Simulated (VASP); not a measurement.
# YbH (Fm-3m) in VASP: a series of runs

Runs on YbH. Level: PBEsol. Tasks: single point, relaxation of cell and atoms.

All numbers are computed with VASP 6.6.1; they aren't measurements. Logs are shortened: lines on timing, memory, paths and dates and some standing lists are left out, and cuts for length are marked.

### 1 The cell of the first run

The structure is cubic, space group Fm-3m (No. 225). The conventional cell has a = 4.839 Å, b = 4.839 Å, c = 4.839 Å, α = 90.00°, β = 90.00°, γ = 90.00°. Within 3.2 Å of Yb (site symmetry m-3m) lie 6 H at 2.42 Å. Within 3.2 Å of H (site symmetry m-3m) lie 6 Yb at 2.42 Å.

### 2 Single point, PBEsol

Input file INCAR:

```
PREC = Accurate ; ENCUT = 600
EDIFF = 1E-6 ; ISMEAR = -1
SIGMA = 0.1 ; LREAL = F
LASPH = T ; NELM = 200
ALGO = Normal ; ISIF = 2
LWAVE = F ; LCHARG = T
GGA = PS ; LELF = T
LVHAR = T ; NBANDS = 20
GGA_COMPAT = F ; LMAXMIX = 6
```

Input file KPOINTS:

```
regular mesh
0
Gamma
  6 6 6
```

Input file POSCAR:

```
YbH
1.0
    0.0000000000      2.4194043930      2.4194043930
    2.4194043930      0.0000000000      2.4194043930
    2.4194043930      2.4194043930      0.0000000000
Yb H
1 1
Direct
    0.0000000000      0.0000000000      0.0000000000
    0.5000000000      0.5000000000      0.5000000000
```

Potentials or basis: VASP PAW PBE potentials, release 64 (Yb, H).

Run with:

```
$ cat potpaw_PBE.64/Yb/POTCAR potpaw_PBE.64/H/POTCAR > POTCAR
$ mpirun -np 1 vasp_std > vasp.out
```

OUTCAR:

```text
PREC = Accurate
   ENCUT = 600
   EDIFF = 1E-6
   ISMEAR = -1
   LREAL = F
   LASPH = T
   NELM = 200
   ISIF = 2
   GGA = PS

 ion  position               nearest neighbor table
   1  0.000  0.000  0.000-
   2  0.500  0.500  0.500-

  LATTYP: Found a face centered cubic cell.
 ALAT       =     4.8388087860

  Lattice vectors:

 A1 = (   0.0000000000,   2.4194043930,   2.4194043930)
 A2 = (   2.4194043930,   0.0000000000,   2.4194043930)
 A3 = (   2.4194043930,   2.4194043930,   0.0000000000)

Analysis of symmetry for initial positions (statically):
=====================================================================
 Subroutine PRICEL returns:
 Original cell was already a primitive cell.

 Routine SETGRP: Setting up the symmetry group for a
 face centered cubic supercell.

 Subroutine GETGRP returns: Found 48 space group operations
 (whereof 48 operations were pure point group operations)
 out of a pool of 48 trial point group operations.

The static configuration has the point symmetry O_h .

Analysis of symmetry for dynamics (positions and initial velocities):
=====================================================================
 Subroutine PRICEL returns:
 Original cell was already a primitive cell.

 Routine SETGRP: Setting up the symmetry group for a
 face centered cubic supercell.

 Subroutine GETGRP returns: Found 48 space group operations
 (whereof 48 operations were pure point group operations)
 out of a pool of 48 trial point group operations.

The dynamic configuration has the point symmetry O_h .

 Subroutine INISYM returns: Found 48 space group operations
 (whereof 48 operations are pure point group operations),
 and found     1 'primitive' translations

----------------------------------------------------------------------------------------

                                     Primitive cell

  volume of cell :      28.3241

  direct lattice vectors                    reciprocal lattice vectors
     0.000000000  2.419404393  2.419404393    -0.206662434  0.206662434  0.206662434
     2.419404393  0.000000000  2.419404393     0.206662434 -0.206662434  0.206662434
     2.419404393  2.419404393  0.000000000     0.206662434  0.206662434 -0.206662434

  length of vectors
     3.421554505  3.421554505  3.421554505     0.357949835  0.357949835  0.357949835

  position of ions in fractional coordinates (direct lattice)
     0.000000000  0.000000000  0.000000000
     0.500000000  0.500000000  0.500000000

  ion indices of the primitive-cell ions
   primitive index   ion index
                 1           1
                 2           2

----------------------------------------------------------------------------------------

 KPOINTS: regular mesh

Automatic generation of k-mesh.
 Grid dimensions read from file:
 generate k-points for:    6    6    6

 Generating k-lattice:

  Cartesian coordinates                     Fractional coordinates (reciprocal lattice)
    -0.034443739  0.034443739  0.034443739     0.166666667  0.000000000  0.000000000
     0.034443739 -0.034443739  0.034443739     0.000000000  0.166666667  0.000000000
     0.034443739  0.034443739 -0.034443739     0.000000000  0.000000000  0.166666667

  Length of vectors
     0.059658306  0.059658306  0.059658306

  Shift w.r.t. Gamma in fractional coordinates (k-lattice)
     0.000000000  0.000000000  0.000000000

 Subroutine IBZKPT returns following result:
 ===========================================

 Found     16 irreducible k-points:

 Following reciprocal coordinates:
            Coordinates               Weight
  0.000000  0.000000  0.000000      1.000000
  0.166667  0.000000  0.000000      8.000000
  0.333333  0.000000  0.000000      8.000000
  0.500000  0.000000  0.000000      4.000000
  0.166667  0.166667  0.000000      6.000000
  0.333333  0.166667  0.000000     24.000000
[... 8 lines left out ...]
 -0.333333  0.333333  0.166667     24.000000
 -0.333333  0.500000  0.166667     12.000000
   k-points           NKPTS =     16   k-points in BZ     NKDIM =     16   number of bands    NBANDS=     20
   number of dos      NEDOS =    301   number of ions     NIONS =      2
   total plane-waves  NPLWV =  21952
   dimension x,y,z NGX =    28 NGY =   28 NGZ =   28
   dimension x,y,z NGXF=    56 NGYF=   56 NGZF=   56
   ions per type =               1   1
   NGX,Y,Z   is equivalent  to a cutoff of  13.60, 13.60, 13.60 a.u.
   NGXF,Y,Z  is equivalent  to a cutoff of  27.21, 27.21, 27.21 a.u.
 SYSTEM =  unknown system
   PREC   = accura    normal or accurate (medium, high low for compatibility)
   ISTART =      0    job   : 0-new  1-cont  2-samecut
   ICHARG =      2    charge: 1-file 2-atom 10-const
   ISPIN  =      1    spin polarized calculation?
   LNONCOLLINEAR =      F non collinear calculations
   LSORBIT =      F    spin-orbit coupling
   LASPH  =      T    aspherical Exc in radial PAW
   ENCUT  =  600.0 eV  44.10 Ry    6.64 a.u.   6.83  6.83  6.83*2*pi/ulx,y,z
   NELM   =    200;   NELMIN=  2; NELMDL= -5     # of ELM steps
   EDIFF  = 0.1E-05   stopping-criterion for ELM
   LREAL  =      F    real-space projection
   EDIFFG = 0.1E-04   stopping-criterion for IOM
   NSW    =      0    number of steps for IOM
   IBRION =     -1    ionic relax: 0-MD 1-quasi-New 2-CG
   NFREE  =      0    steps in history (QN), initial steepest desc. (CG)
   ISIF   =      2    stress and relaxation
   ISYM   =      2    0-nonsym 1-usesym 2-fastsym
   POTIM  = 0.5000    time-step for ionic-motion
   TEBEG  =    0.0;   TEEND  =   0.0 temperature during run
   PSTRESS=    0.0 pullay stress
   NELECT =      25.0000    total number of electrons
   NUPDOWN=      -1.0000    fix difference up-down
   EMIN   =  10.00;   EMAX   =-10.00  energy-range for DOS
   EFERMI =   0.00;   METHOD = LEGACY
   ISMEAR =    -1;   SIGMA  =   0.10  broadening in eV -4-tet -1-fermi 0-gaus
   EFERMI_NEDOS =   21; number of points for ismear=-14 and -15
   IALGO  =     38    algorithm
   IMIX   =      4    mixing-type and parameters
     AMIX     =   0.40;   BMIX     =  1.00
     AMIX_MAG =   1.60;   BMIX_MAG =  1.00
  volume/ion in A,a.u.               =      14.16        95.57
  Fermi-wavevector in a.u.,A,eV,Ry     =   1.570374  2.967576 33.552971  2.466074
  Thomas-Fermi vector in A             =   2.672117
   LORBIT       =      0    0 simple, 1 ext, 2 COOP (PROOUT), +10 PAW based schemes
   GGA     = PS    functional components
   LHFCALC =     F    Hartree Fock is set to
   AEXX    =    0.0000 exact exchange contribution
   IVDW    =     0    specifies the selected vdW correction
   LEPSILON=     F    determine dielectric tensor
   LRPA    =     F    only Hartree local field effects (RPA)
 non-spin polarized calculation
  energy-cutoff  :      600.00
  volume of cell :       28.32
 maximum number of plane-waves:       960
   NGX = 13   NGY = 13   NGZ = 13

 number of electron      24.9999994 magnetization

 Free energy of the ion-electron system (eV)
  ---------------------------------------------------
  ext. energy  EPLUGINS =         0.00000000
  ---------------------------------------------------
  free energy    TOTEN  =        -8.00355188 eV

  energy without entropy =       -7.93055078  energy(sigma->0) =       -7.96705133

 E-fermi :   2.7444     XC(G=0): -11.2323

 val. band max:        2.6726416172   @ k =   0.3333   0.0000   0.0000
 cond. band min:       2.8711024161   @ k =  -0.3333   0.5000   0.1667
 fundamental gap:      0.1984607989
 Fermi energy:         2.7444403174

 k-point     1 :       0.0000    0.0000    0.0000
  band No.  band energies     occupation
      1     -48.8421      2.00000
      2     -20.8097      2.00000
      3     -20.8097      2.00000
      4     -20.8097      2.00000
      5      -5.3986      2.00000
      6       1.9857      1.99899
[... 12 lines left out ...]
     19      13.3425      0.00000
     20      15.0670      0.00000

 k-point     2 :       0.1667    0.0000    0.0000
  band No.  band energies     occupation
      1     -48.8295      2.00000
      2     -21.0193      2.00000
      3     -20.8337      2.00000
      4     -20.8337      2.00000
      5      -4.6720      2.00000
      6       1.9905      1.99894
[... 12 lines left out ...]
     19      15.0513      0.00000
     20      16.8767      0.00000

 k-point     3 :       0.3333    0.0000    0.0000
  band No.  band energies     occupation
      1     -48.8040      2.00000
      2     -21.4115      2.00000
      3     -20.8811      2.00000
      4     -20.8811      2.00000
      5      -2.8989      2.00000
      6       1.6085      1.99998
[... 12 lines left out ...]
     19      15.2505      0.00000
     20      19.1679      0.00000

 k-point     4 :       0.5000    0.0000    0.0000
  band No.  band energies     occupation
      1     -48.7912      2.00000
      2     -21.5960      2.00000
      3     -20.9045      2.00000
      4     -20.9045      2.00000
      5      -1.3208      2.00000
      6       0.2433      2.00000
[... 12 lines left out ...]
     19      12.1146      0.00000
     20      16.8833      0.00000

 k-point     5 :       0.1667    0.1667    0.0000
  band No.  band energies     occupation
      1     -48.8253      2.00000
      2     -21.0125      2.00000
      3     -20.8777      2.00000
      4     -20.8777      2.00000
      5      -4.4908      2.00000
      6       1.9912      1.99893
[... 12 lines left out ...]
     19      15.6993      0.00000
     20      15.7952      0.00000
[... 169 lines left out ...]
      6       2.1179      1.99620
[... 12 lines left out ...]
     19      11.1694      0.00000
     20      11.7341      0.00000

 k-point    14 :       0.5000    0.3333    0.1667
  band No.  band energies     occupation
      1     -48.7872      2.00000
      2     -21.3890      2.00000
      3     -21.1131      2.00000
      4     -20.9734      2.00000
      5      -2.4789      2.00000
      6       1.8847      1.99963
[... 12 lines left out ...]
     19      13.4840      0.00000
     20      14.7755      0.00000

 k-point    15 :      -0.3333    0.3333    0.1667
  band No.  band energies     occupation
      1     -48.7788      2.00000
      2     -21.4066      2.00000
      3     -21.2036      2.00000
      4     -21.0178      2.00000
      5      -2.0734      2.00000
      6       1.8822      1.99964
[... 12 lines left out ...]
     19      12.8068      0.00000
     20      14.9858      0.00000

 k-point    16 :      -0.3333    0.5000    0.1667
  band No.  band energies     occupation
      1     -48.7747      2.00000
      2     -21.4068      2.00000
      3     -21.1896      2.00000
      4     -21.0941      2.00000
      5      -2.5151      2.00000
      6       2.0621      1.99783
[... 12 lines left out ...]
     19      11.6343      0.00000
     20      12.4881      0.00000

------------------------ aborting loop because EDIFF is reached ----------------------------------------

  FORCE on cell =-STRESS in cart. coord.  units (eV):
  Direction    XX          YY          ZZ          XY          YZ          ZX
  --------------------------------------------------------------------------------------
  -------------------------------------------------------------------------------------
  Total        0.0420199      0.0420199      0.0420199     -0.0000000     -0.0000000      0.0000000
  in kB        2.3768944      2.3768944      2.3768944     -0.0000000     -0.0000000      0.0000000
  external PRESSURE =       2.3768944 kB  Pullay stress =       0.0000000 kB

 VOLUME and BASIS-vectors are now :
 -----------------------------------------------------------------------------
  energy-cutoff  :      600.00
  volume of cell :       28.32
      direct lattice vectors                 reciprocal lattice vectors
     0.000000000  2.419404393  2.419404393    -0.206662434  0.206662434  0.206662434
     2.419404393  0.000000000  2.419404393     0.206662434 -0.206662434  0.206662434
     2.419404393  2.419404393  0.000000000     0.206662434  0.206662434 -0.206662434

 POSITION                                       TOTAL-FORCE (eV/Angst)
 -----------------------------------------------------------------------------------
      0.00000      0.00000      0.00000        -0.000000      0.000000      0.000000
      2.41940      2.41940      2.41940         0.000000      0.000000      0.000000
 -----------------------------------------------------------------------------------
    total drift:                               -0.000000     -0.000000     -0.000000

  FREE ENERGIE OF THE ION-ELECTRON SYSTEM (eV)
  ---------------------------------------------------
  free  energy   TOTEN  =        -8.0035518836 eV

  energy  without entropy=       -7.9305507755  energy(sigma->0) =       -7.96705133
```

Wall time 54 s (1 thread of Intel Xeon 8259CL, shared host); peak memory 0.17 GiB.

What came out:

```
Free energy            : -8.0036 eV
Pressure               : 0.2 GPa
Band gap on the k mesh : zero (an odd number of electrons rules out a gap without spin polarisation)
```

Levels at points of the mesh, in eV from the Fermi level:
```tsv
k point	band 8	band 9	band 10	band 11	band 12	band 13	band 14	band 15	band 16	band 17
(0.00, 0.00, 0.00)	-0.66	-0.66	-0.47	-0.47	-0.47	2.94	2.94	2.94	5.57	5.57
(0.50, 0.00, 0.00)	-0.64	-0.64	-0.51	-0.51	-0.46	-0.45	2.28	2.28	6.97	7.66
(0.50, 0.50, 0.00)	-0.62	-0.61	-0.54	-0.54	-0.52	-0.47	2.29	7.66	8.18	8.18
```

Caveat: the k points lie up to 0.37 Å⁻¹ apart, too coarse for converged energies and pressures of a metal; the PAW data sets were made with another functional, which shifts forces and pressure a little; spin-orbit coupling is left out, which moves the levels of the heavy elements.

### 3 Relaxation of cell and atoms, PBEsol

This run uses another cell than the first one, of 14.08 Å³/atom.

Input file INCAR:

```
  ALGO = Normal
  EDIFF = 1E-7
  EDIFFG = -0.03
  ENCUT = 600
  GGA = PS
  GGA_COMPAT = F
  IBRION = 2
  ISIF = 3
  ISMEAR = -1
  LASPH = T
  LCHARG = F
  LMAXMIX = 6
  LREAL = F
  LWAVE = F
  NELM = 200
  NELMIN = 4
  NSW = 80
  PREC = Accurate
  SIGMA = 0.1
```

Input file KPOINTS:

```
k-points
0
Gamma
  6 6 6
```

Input file POSCAR:

```
YbH
1.0
    0.0000000000      2.4150000000      2.4150000000
    2.4150000000      0.0000000000      2.4150000000
    2.4150000000      2.4150000000      0.0000000000
Yb H
1 1
Direct
    0.0000000000      0.0000000000      0.0000000000
    0.5000000000      0.5000000000      0.5000000000
```

Potentials or basis: VASP PAW PBE potentials, release 64 (Yb, H).

Run with:

```
$ cat potpaw_PBE.64/Yb/POTCAR potpaw_PBE.64/H/POTCAR > POTCAR
$ mpirun -np 1 vasp_std > vasp.out
```

It took 52 s on 1 thread of Intel Xeon 8259CL, shared host; peak memory 0.17 GiB.

It converged, with:

```
Free energy             : -8.0035 eV
Pressure after relaxing : 0.1 GPa
Band gap on the k mesh  : zero (an odd number of electrons rules out a gap without spin polarisation)
```

Final structure:
```yaml
crystal:
  lattice:
    - [0.00000, 2.41500, 2.41500]
    - [2.41500, 0.00000, 2.41500]
    - [2.41500, 2.41500, 0.00000]
  atoms:
    - { symbol: Yb, position: [0.00000, 0.00000, 0.00000] }
    - { symbol: H, position: [0.50000, 0.50000, 0.50000] }
```

Levels at points of the mesh, in eV from the Fermi level:
| k point | band 9 | band 10 | band 11 | band 12 | band 13 | band 14 | band 15 | band 16 |
| --- | --- | --- | --- | --- | --- | --- | --- | --- |
| (0.00, 0.00, 0.00) | -0.66 | -0.47 | -0.47 | -0.47 | 2.95 | 2.95 | 2.95 | 5.59 |
| (0.50, 0.00, 0.00) | -0.64 | -0.51 | -0.51 | -0.46 | -0.45 | 2.28 | 2.28 | 7.00 |
| (0.50, 0.50, 0.00) | -0.61 | -0.54 | -0.54 | -0.52 | -0.48 | 2.32 | 7.69 | 8.23 |

Caveat: the k points lie up to 0.38 Å⁻¹ apart in the final cell, too coarse for converged energies and pressures of a metal; the relaxation stopped at its first step, so nothing moved; the PAW data sets were made with another functional, which shifts forces and pressure a little; spin-orbit coupling is left out, which moves the levels of the heavy elements.

The gap in the log of VASP goes by the Fermi energy; the results here count the filled bands.